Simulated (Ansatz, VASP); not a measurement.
## One calculation of Zn2GeN3, two programs

INCAR

```
ALGO = Normal ; EDIFF = 1E-6
EDIFFG = -0.01 ; ENCUT = 600
GGA = PE ; IBRION = 2
ISIF = 3 ; ISMEAR = 0
LASPH = T ; LCHARG = F
LREAL = F ; LWAVE = F
NELM = 60 ; NSW = 100
PREC = Accurate ; SIGMA = 0.1
```

The input KPOINTS:

```
k-points
0
Gamma
  12 12 6
```

POSCAR

```
Zn2GeN3
1.0
    3.0006123625      0.0000000000      0.0000000000
   -1.5003061813      2.5986065329      0.0000000000
    0.0000000000      0.0000000000      7.6804524311
Zn Ge N
2 1 3
Direct
    0.3333333333      0.6666666667      0.8405283004
    0.6666666667      0.3333333333      0.1594716996
    0.0000000000      0.0000000000      0.5000000000
    0.3333333333      0.6666666667      0.3562416005
    0.6666666667      0.3333333333      0.6437583995
    0.0000000000      0.0000000000      0.0000000000
```

Input for Ansatz:

```yaml
crystal:
  lattice:
    - [3.0006123625, 0.0, 0.0]
    - [-1.5003061813, 2.5986065329, 0.0]
    - [0.0, 0.0, 7.6804524311]
  atoms:
    - { symbol: Zn, position: [0.3333333333, 0.6666666667, 0.8405283004] }
    - { symbol: Zn, position: [0.6666666667, 0.3333333333, 0.1594716996] }
    - { symbol: Ge, position: [0.0, 0.0, 0.5] }
    - { symbol: "N", position: [0.3333333333, 0.6666666667, 0.3562416005] }
    - { symbol: "N", position: [0.6666666667, 0.3333333333, 0.6437583995] }
    - { symbol: "N", position: [0.0, 0.0, 0.0] }
basis:
  ecutwfc: 420
kpoints:
  mp_grid: { grid: [12, 12, 6] }
hamiltonian:
  xc: pbe
scf:
  occupations: { method: gaussian, width: 0.1 }
output:
  forces: true
  stress: true
  eigenvalues: true
  write_density: true
  write_potential: true
  elf: true
  volumetric_format: npy
relax:
  adjacent_minimum: "off"
  f_tol: 0.01
  max_steps: 80
  cell: { stress_tol: 0.05 }
```

Change from the starting cell: species swapped into the Sn2GeTe3 type (P-3m1, No. 164).

Alike in both runs: task relaxation of cell and atoms; functional PBE; k mesh 12 × 12 × 6; occupations gaussian, width 0.1 eV; no spin polarisation.

|  | VASP | Ansatz |
| --- | --- | --- |
| version | VASP 6.6.1 | Ansatz 0.2.0 |
| potentials or method | VASP PAW PBE potentials, release 64 (Zn, Ge_d, N), cutoff 600 eV | scalar-relativistic, plane waves, PAW |
| valence electrons in the cell | 53 | 53 |

Ansatz gave:

```
gap on the k mesh at the Fermi level, each at its own relaxed structure (eV)  : none
relaxed volume (Å³/atom)                                                      : 9.97
relaxed length of the cell vector where the two differ most in proportion (Å) : 7.668
```

**Question.** Which values does VASP return?

**Answer.** gap on the k mesh at the Fermi level, each at its own relaxed structure (eV): none; relaxed volume (Å³/atom): 10.00; relaxed length of the cell vector where the two differ most in proportion (Å): 7.674.

A gap of «none» marks a metal or a gap that the smearing closes.
